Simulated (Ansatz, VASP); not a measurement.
## One calculation of Ga, two programs

```
Ga
1.0
     1.39683   -4.06677    0.00000
     1.39683    4.06677    0.00000
    -0.11862    0.00000    3.32993
Ga
2
Direct
  0.86900 0.13100 0.25000
  0.13100 0.86900 0.75000
```

Change from the starting cell: equal xx and yy strain of +1 %.

Alike in both runs: task single point; functional PBE; k mesh 14 × 14 × 11; occupations fermi-dirac, width 0.03 eV; no spin polarisation.

|  | VASP | Ansatz |
| --- | --- | --- |
| version | VASP 6.6.1 | Ansatz 0.2.0 |
| potentials or method | VASP PAW PBE potentials, release 64 (Ga_d), cutoff 520 eV | all-electron LAPW, scalar-relativistic |

```csv
,VASP,Ansatz,Ansatz less VASP
pressure (GPa),0.8,0.7,-0.13
"traceless stress, the component that is largest in VASP (GPa)",0.12,0.11,-0.011
rms of the force components (eV/Å),0.108,0.107,-0.0011
```

Atom by atom the forces differ by 0.001 eV/Å (rms over components). Ansatz ran all-electron here, and VASP with PAW potentials.
